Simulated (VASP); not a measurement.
# KZnF3 (Cm) in VASP: notebook

Runs on KZnF3. Level: LDA. Tasks: single point.

All numbers are computed with VASP 6.6.1; they aren't measurements. Logs are shortened: lines on timing, memory, paths and dates and some standing lists are left out, and cuts for length are marked.

## (1) The cell of the first run

Symmetry: Cm, No. 8, monoclinic system. The conventional cell has a = 5.728 Å, b = 5.728 Å, c = 4.050 Å, α = 90.00°, β = 90.00°, γ = 90.00°. Within 3.6 Å of K (site symmetry m) lie 12 F at 2.58 to 3.18 Å and 8 Zn at 3.51 Å. Within 2.4 Å of Zn (site symmetry m) lie 6 F at 1.75 to 2.34 Å. Within 2.4 Å of F (site symmetry m) lie 2 Zn at 1.75 to 2.34 Å. F (site symmetry 1) has 2 Zn at 2.02 Å and 1 F at 2.51 Å within 2.7 Å.

## (2) Single point, LDA (atom 3 (F) moved by (-0.300, -0.300) A along [1 1 0] and z)

INCAR reads:

```
  PREC = Accurate
  ENCUT = 520
  EDIFF = 1E-7
  ISMEAR = 0
  SIGMA = 0.05
  LREAL = False
  LASPH = True
  NELM = 100
  ALGO = Normal
  ISIF = 2
  LWAVE = False
  LCHARG = False
  GGA = CA
  NBANDS = 29
```

KPOINTS reads:

```
Automatic mesh
0
Gamma
  6 6 6
```

POSCAR reads:

```
KZnF3
1.0
    4.0500000000      0.0000000000      0.0000000000
    0.0000000000      4.0500000000      0.0000000000
    0.0000000000      0.0000000000      4.0500000000
K Zn F
1 1 3
Direct
    0.0000000000      0.0000000000      0.0000000000
    0.5000000000      0.5000000000      0.5000000000
    0.4476217199      0.4476217199     -0.0740740741
    0.0000000000      0.5000000000      0.5000000000
    0.5000000000      0.0000000000      0.5000000000
```

Potentials or basis: VASP PAW LDA potentials, release 64 (K_sv, Zn, F).

The run is started by

```console
cat potpaw_LDA.64/K_sv/POTCAR potpaw_LDA.64/Zn/POTCAR potpaw_LDA.64/F/POTCAR > POTCAR
mpirun -np 1 vasp_std > vasp.out
```

OUTCAR:

```text
PREC = Accurate
   ENCUT = 520
   EDIFF = 1E-7
   ISMEAR = 0
   LREAL = False
   LASPH = True
   NELM = 100
   ISIF = 2
   GGA = CA

 ion  position               nearest neighbor table
   1  0.000  0.000  0.000-   3 2.58
   2  0.500  0.500  0.500-   3 1.75   4 2.02   5 2.02   5 2.02   4 2.02   3 2.34
   3  0.448  0.448  0.926-   2 1.75   2 2.34   1 2.58
   4  0.000  0.500  0.500-   2 2.02   2 2.02
   5  0.500  0.000  0.500-   2 2.02   2 2.02

  LATTYP: Found a simple cubic cell.
 ALAT       =     4.0500000000

  Lattice vectors:

 A1 = (   4.0500000000,   0.0000000000,   0.0000000000)
 A2 = (   0.0000000000,   4.0500000000,   0.0000000000)
 A3 = (   0.0000000000,   0.0000000000,   4.0500000000)

Analysis of symmetry for initial positions (statically):
=====================================================================
 Subroutine PRICEL returns:
 Original cell was already a primitive cell.

 Routine SETGRP: Setting up the symmetry group for a
 simple cubic supercell.

 Subroutine GETGRP returns: Found  2 space group operations
 (whereof  2 operations were pure point group operations)
 out of a pool of 48 trial point group operations.

The static configuration has the point symmetry C_1h.

Analysis of symmetry for dynamics (positions and initial velocities):
=====================================================================
 Subroutine PRICEL returns:
 Original cell was already a primitive cell.

 Routine SETGRP: Setting up the symmetry group for a
 simple cubic supercell.

 Subroutine GETGRP returns: Found  2 space group operations
 (whereof  2 operations were pure point group operations)
 out of a pool of 48 trial point group operations.

The dynamic configuration has the point symmetry C_1h.

 Subroutine INISYM returns: Found  2 space group operations
 (whereof  2 operations are pure point group operations),
 and found     1 'primitive' translations

----------------------------------------------------------------------------------------

                                     Primitive cell

  volume of cell :      66.4301

  direct lattice vectors                    reciprocal lattice vectors
     4.050000000  0.000000000  0.000000000     0.246913580  0.000000000  0.000000000
     0.000000000  4.050000000  0.000000000     0.000000000  0.246913580  0.000000000
     0.000000000  0.000000000  4.050000000     0.000000000  0.000000000  0.246913580

  length of vectors
     4.050000000  4.050000000  4.050000000     0.246913580  0.246913580  0.246913580

  position of ions in fractional coordinates (direct lattice)
     0.000000000  0.000000000  0.000000000
     0.500000000  0.500000000  0.500000000
     0.447621720  0.447621720  0.925925926
     0.000000000  0.500000000  0.500000000
     0.500000000  0.000000000  0.500000000

  ion indices of the primitive-cell ions
   primitive index   ion index
                 1           1
                 2           2
                 3           3
                 4           4
                 5           5

----------------------------------------------------------------------------------------

 KPOINTS: Automatic mesh

Automatic generation of k-mesh.
 Grid dimensions read from file:
 generate k-points for:    6    6    6

 Generating k-lattice:

  Cartesian coordinates                     Fractional coordinates (reciprocal lattice)
     0.041152263  0.000000000  0.000000000     0.166666667  0.000000000  0.000000000
     0.000000000  0.041152263  0.000000000     0.000000000  0.166666667  0.000000000
     0.000000000  0.000000000  0.041152263     0.000000000  0.000000000  0.166666667

  Length of vectors
     0.041152263  0.041152263  0.041152263

  Shift w.r.t. Gamma in fractional coordinates (k-lattice)
     0.000000000  0.000000000  0.000000000

 Subroutine IBZKPT returns following result:
 ===========================================

 Found     68 irreducible k-points:

 Following reciprocal coordinates:
            Coordinates               Weight
  0.000000  0.000000  0.000000      1.000000
  0.166667  0.000000  0.000000      4.000000
  0.000000  0.000000  0.166667      2.000000
  0.333333  0.000000  0.000000      4.000000
  0.000000  0.000000  0.333333      2.000000
  0.500000  0.000000  0.000000      2.000000
[... 16 lines left out ...]
 -0.333333  0.333333  0.000000      2.000000
 -0.333333  0.000000  0.333333      4.000000
 [... further k-points ...]
   k-points           NKPTS =     68   k-points in BZ     NKDIM =     68   number of bands    NBANDS=     29
   number of dos      NEDOS =    301   number of ions     NIONS =      5
   total plane-waves  NPLWV =  27000
   dimension x,y,z NGX =    30 NGY =   30 NGZ =   30
   dimension x,y,z NGXF=    60 NGYF=   60 NGZF=   60
   ions per type =               1   1   3
   NGX,Y,Z   is equivalent  to a cutoff of  12.31, 12.31, 12.31 a.u.
   NGXF,Y,Z  is equivalent  to a cutoff of  24.63, 24.63, 24.63 a.u.
 SYSTEM =  unknown system
   PREC   = accura    normal or accurate (medium, high low for compatibility)
   ISTART =      0    job   : 0-new  1-cont  2-samecut
   ICHARG =      2    charge: 1-file 2-atom 10-const
   ISPIN  =      1    spin polarized calculation?
   LNONCOLLINEAR =      F non collinear calculations
   LSORBIT =      F    spin-orbit coupling
   LASPH  =      T    aspherical Exc in radial PAW
   ENCUT  =  520.0 eV  38.22 Ry    6.18 a.u.   7.53  7.53  7.53*2*pi/ulx,y,z
   NELM   =    100;   NELMIN=  2; NELMDL= -5     # of ELM steps
   EDIFF  = 0.1E-06   stopping-criterion for ELM
   LREAL  =      F    real-space projection
   EDIFFG = 0.1E-05   stopping-criterion for IOM
   NSW    =      0    number of steps for IOM
   IBRION =     -1    ionic relax: 0-MD 1-quasi-New 2-CG
   NFREE  =      0    steps in history (QN), initial steepest desc. (CG)
   ISIF   =      2    stress and relaxation
   ISYM   =      2    0-nonsym 1-usesym 2-fastsym
   POTIM  = 0.5000    time-step for ionic-motion
   TEBEG  =    0.0;   TEEND  =   0.0 temperature during run
   PSTRESS=    0.0 pullay stress
   NELECT =      42.0000    total number of electrons
   NUPDOWN=      -1.0000    fix difference up-down
   EMIN   =  10.00;   EMAX   =-10.00  energy-range for DOS
   EFERMI =   0.00;   METHOD = LEGACY
   ISMEAR =     0;   SIGMA  =   0.05  broadening in eV -4-tet -1-fermi 0-gaus
   EFERMI_NEDOS =   21; number of points for ismear=-14 and -15
   IALGO  =     38    algorithm
   IMIX   =      4    mixing-type and parameters
     AMIX     =   0.40;   BMIX     =  1.00
     AMIX_MAG =   1.60;   BMIX_MAG =  1.00
  volume/ion in A,a.u.               =      13.29        89.66
  Fermi-wavevector in a.u.,A,eV,Ry     =   1.405086  2.655228 26.861528  1.974267
  Thomas-Fermi vector in A             =   2.527583
   LORBIT       =      0    0 simple, 1 ext, 2 COOP (PROOUT), +10 PAW based schemes
   GGA     = CA    functional components
   LHFCALC =     F    Hartree Fock is set to
   AEXX    =    0.0000 exact exchange contribution
   IVDW    =     0    specifies the selected vdW correction
   LEPSILON=     F    determine dielectric tensor
   LRPA    =     F    only Hartree local field effects (RPA)
 non-spin polarized calculation
 Gauss-broadening in eV      SIGMA  =   0.05
  energy-cutoff  :      520.00
  volume of cell :       66.43
 maximum number of plane-waves:      1811
   NGX = 15   NGY = 15   NGZ = 15

 number of electron      41.9999989 magnetization

 Free energy of the ion-electron system (eV)
  ---------------------------------------------------
  ext. energy  EPLUGINS =         0.00000000
  ---------------------------------------------------
  free energy    TOTEN  =       -22.47926237 eV

  energy without entropy =      -22.47926237  energy(sigma->0) =      -22.47926237

 E-fermi :  -0.8772     XC(G=0): -10.5689

 val. band max:       -1.0855499124   @ k =   0.0000   0.5000   0.5000
 cond. band min:       2.3471122011   @ k =   0.0000   0.0000   0.0000
 fundamental gap:      3.4326621136
 Fermi energy:        -0.8771912053

 k-point     1 :       0.0000    0.0000    0.0000
  band No.  band energies     occupation
      1     -27.7167      2.00000
      2     -22.5089      2.00000
      3     -21.7557      2.00000
      4     -21.6493      2.00000
      5     -11.4636      2.00000
      6     -11.4506      2.00000
[... 21 lines left out ...]
     28       9.8004      0.00000
     29      12.5602      0.00000

 k-point     2 :       0.1667    0.0000    0.0000
  band No.  band energies     occupation
      1     -27.7101      2.00000
      2     -22.4828      2.00000
      3     -21.7656      2.00000
      4     -21.6623      2.00000
      5     -11.4644      2.00000
      6     -11.4438      2.00000
[... 21 lines left out ...]
     28      10.0116      0.00000
     29      12.3908      0.00000

 k-point     3 :       0.0000    0.0000    0.1667
  band No.  band energies     occupation
      1     -27.7103      2.00000
      2     -22.4773      2.00000
      3     -21.7892      2.00000
      4     -21.6477      2.00000
      5     -11.4521      2.00000
      6     -11.4378      2.00000
[... 21 lines left out ...]
     28       9.8829      0.00000
     29      12.6157      0.00000

 k-point     4 :       0.3333    0.0000    0.0000
  band No.  band energies     occupation
      1     -27.6970      2.00000
      2     -22.4256      2.00000
      3     -21.7983      2.00000
      4     -21.6781      2.00000
      5     -11.4611      2.00000
      6     -11.4238      2.00000
[... 597 lines left out ...]
     28      10.2690      0.00000
     29      11.3425      0.00000

 k-point    23 :      -0.3333    0.3333    0.0000
  band No.  band energies     occupation
      1     -27.6813      2.00000
      2     -22.3246      2.00000
      3     -21.8374      2.00000
      4     -21.7050      2.00000
      5     -11.5210      2.00000
      6     -11.4601      2.00000
[... 21 lines left out ...]
     28      10.4082      0.00000
     29      11.2874      0.00000

 k-point    24 :      -0.3333    0.0000    0.3333
  band No.  band energies     occupation
      1     -27.6819      2.00000
      2     -22.3131      2.00000
      3     -21.8460      2.00000
      4     -21.7166      2.00000
      5     -11.5158      2.00000
      6     -11.4530      2.00000
[... 21 lines left out ...]
     28      10.2887      0.00000
     29      11.1522      0.00000

 [... further k-points ...]

------------------------ aborting loop because EDIFF is reached ----------------------------------------

  FORCE on cell =-STRESS in cart. coord.  units (eV):
  Direction    XX          YY          ZZ          XY          YZ          ZX
  --------------------------------------------------------------------------------------
  -------------------------------------------------------------------------------------
  Total       -1.0522329     -1.0522329      3.1346429      0.1182676     -0.4288470     -0.4288471
  in kB      -25.3780006    -25.3780006     75.6020527      2.8524055    -10.3430336    -10.3430338
  external PRESSURE =       8.2820171 kB  Pullay stress =       0.0000000 kB

 VOLUME and BASIS-vectors are now :
 -----------------------------------------------------------------------------
  energy-cutoff  :      520.00
  volume of cell :       66.43
      direct lattice vectors                 reciprocal lattice vectors
     4.050000000  0.000000000  0.000000000     0.246913580  0.000000000  0.000000000
     0.000000000  4.050000000  0.000000000     0.000000000  0.246913580  0.000000000
     0.000000000  0.000000000  4.050000000     0.000000000  0.000000000  0.246913580

 POSITION                                       TOTAL-FORCE (eV/Angst)
 -----------------------------------------------------------------------------------
      0.00000      0.00000      0.00000        -0.058418     -0.058418     -0.062040
      2.02500      2.02500      2.02500         0.322906      0.322906     -2.856531
      1.81287      1.81287      3.75000         0.136332      0.136332      4.088005
      0.00000      2.02500      2.02500        -0.489915      0.089096     -0.584717
      2.02500      0.00000      2.02500         0.089096     -0.489915     -0.584717
 -----------------------------------------------------------------------------------
    total drift:                               -0.000385     -0.000385     -0.000360

  FREE ENERGIE OF THE ION-ELECTRON SYSTEM (eV)
  ---------------------------------------------------
  free  energy   TOTEN  =       -22.4792623696 eV

  energy  without entropy=      -22.4792623696  energy(sigma->0) =      -22.47926237
```

It took 3.5 min on 1 thread of Intel Xeon 8259CL, shared host; peak memory 0.24 GiB.

Results:

```yaml
Free_energy: -22.4793 eV
Pressure: 0.8 GPa
Largest_force: 4.093 eV/Å
Band_gap_on_the_k_mesh: 3.43 eV (least direct gap 4.95 eV)
```

Forces in eV/Å, atoms in the order of the input:
```
K   -0.058 -0.058 -0.062
Zn   0.323  0.323 -2.857
F    0.136  0.136  4.088
F   -0.490  0.089 -0.585
F    0.089 -0.490 -0.585
```

Stress tensor (GPa, compression positive):
```
-2.54  0.29 -1.03
 0.29 -2.54 -1.03
-1.03 -1.03  7.56
```

Caveat: the cell differs from its parent crystal (atom 3 (F) moved by (-0.300, -0.300) A along [1 1 0] and z); forces of over 1 eV/Å act on the atoms, so gaps and moduli don't describe the material at rest. A k mesh can miss the band edges.

## (3) Single point, LDA (atom 3 (F) moved by (-0.300, -0.150) A along [1 1 0] and z)

INCAR reads:

```
PREC     = Accurate       # precision mode
ENCUT    = 520            # plane-wave cutoff, eV
EDIFF    = 1E-6           # SCF threshold, eV
ISMEAR   = 0              # smearing method
SIGMA    = 0.05           # smearing width, eV
LREAL    = F              # projectors in reciprocal space
LASPH    = T              # aspherical terms in the spheres
NELM     = 60             # most SCF steps
ALGO     = Normal         # electronic algorithm
ISIF     = 2              # what is computed and relaxed
LWAVE    = F              # write WAVECAR
LCHARG   = F              # write CHGCAR
GGA      = CA             # functional
NBANDS   = 29             # bands
```

KPOINTS reads:

```
regular mesh
0
Gamma
  6 6 6
```

POSCAR, as its differences from that of step 2:

```diff
@@ -10,3 +10,3 @@
     0.5000000000      0.5000000000      0.5000000000
-    0.4476217199      0.4476217199     -0.0740740741
+    0.4476217199      0.4476217199     -0.0370370370
     0.0000000000      0.5000000000      0.5000000000
```

Potentials or basis: VASP PAW LDA potentials, release 64 (K_sv, Zn, F).

The run is started by

```console
cat potpaw_LDA.64/K_sv/POTCAR potpaw_LDA.64/Zn/POTCAR potpaw_LDA.64/F/POTCAR > POTCAR
mpirun -np 1 vasp_std > vasp.out
```

Run time: 3.3 min. Hardware: 1 thread of Intel Xeon 8259CL, shared host; peak memory 0.24 GiB.

Results (log left out):

```yaml
Free_energy: -22.8738 eV
Pressure: -3.1 GPa
Largest_force: 1.572 eV/Å
Band_gap_on_the_k_mesh: 3.54 eV (least direct gap 5.13 eV)
```

Forces in eV/Å, atoms in the order of the input:
```
K   -0.071 -0.071 -0.032
Zn   0.015  0.015 -0.858
F    0.387  0.387  1.474
F   -0.409  0.077 -0.292
F    0.077 -0.409 -0.292
```

Stress tensor (GPa, compression positive):
```
-3.73  0.25 -0.23
 0.25 -3.73 -0.23
-0.23 -0.23 -1.88
```

Levels at points of the mesh, in eV from the valence-band top:
```
           k point  band 19  band 20  band 21  band 22  band 23  band 24
(0.00, 0.00, 0.00)    -1.74    -1.72    -1.58     3.54     8.47     8.59
(0.50, 0.00, 0.00)    -1.66    -1.66    -1.36     6.27     8.04     9.49
(0.00, 0.00, 0.50)    -1.76    -1.65    -1.48     6.11     7.96     9.56
(0.50, 0.50, 0.00)    -1.75    -1.42     0.00     7.61     9.69     9.83
(0.00, 0.50, 0.50)    -1.75    -1.38    -0.06     7.48     9.44     9.84
(0.50, 0.50, 0.50)    -1.34    -0.11     0.00     7.79     8.24     8.26
```

Caveat: the cell differs from its parent crystal (atom 3 (F) moved by (-0.300, -0.150) A along [1 1 0] and z); the cell stands under tension; forces of over 1 eV/Å act on the atoms, so gaps and moduli don't describe the material at rest.
